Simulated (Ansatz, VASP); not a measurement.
Pb: VASP beside Ansatz

File INCAR:

```
SYSTEM = Pb
PREC = Accurate
ENCUT = 520
EDIFF = 1E-6
ISMEAR = 0
SIGMA = 0.15
LREAL = .FALSE.
LASPH = .TRUE.
NELM = 80
ALGO = Fast
ISIF = 2
LWAVE = .FALSE.
LCHARG = .FALSE.
GGA = PS
NBANDS = 13
```

File KPOINTS:

```
regular mesh
0
G
  16 16 16
  0 0 0
```

File POSCAR:

```
Pb
1.0
    0.0000000000      2.5315450000      2.4698000000
    2.5315450000      0.0000000000      2.4698000000
    2.5315450000      2.5315450000      0.0000000000
Pb
1
Direct
    0.0000000000      0.0000000000      0.0000000000
```

Input for Ansatz:

```yaml
crystal:
  lattice:
    - [0.0, 2.531545, 2.4698]
    - [2.531545, 0.0, 2.4698]
    - [2.531545, 2.531545, 0.0]
  atoms:
    - { symbol: Pb, position: [0.0, 0.0, 0.0] }
basis:
  ecutwfc: 420
kpoints:
  mp_grid: { grid: [16, 16, 16] }
hamiltonian:
  xc: pbesol
scf:
  occupations: { method: gaussian, width: 0.15 }
output:
  forces: true
  stress: true
  eigenvalues: true
```

Change from the starting cell: strain +0.025 along x and y, +0.000 along z, atoms carried along.

Alike in both runs: task single point; functional PBEsol; k mesh 16 × 16 × 16; occupations gaussian, width 0.15 eV; no spin polarisation.

|  | VASP | Ansatz |
| --- | --- | --- |
| version | VASP 6.6.1 | Ansatz 0.2.0 |
| potentials or method | VASP PAW PBE potentials, release 64 (Pb_d), cutoff 520 eV | scalar-relativistic, plane waves, PAW |
| valence electrons in the cell | 14 | 14 |

Ansatz gave:

| Property | Result |
| --- | --- |
| gap on the k mesh at the Fermi level (eV) | none |
| pressure (GPa) | -2.3 |
| traceless stress, the component that is largest in VASP (GPa) | 0.30 |

Q: Estimate VASP's values.

A: gap on the k mesh at the Fermi level (eV): none; pressure (GPa): -2.3; traceless stress, the component that is largest in VASP (GPa): 0.29.

VASP's potentials were made for PBE, not for PBEsol. A gap of «none» marks a metal or a gap that the smearing closes.

Neither program's run includes spin-orbit coupling.
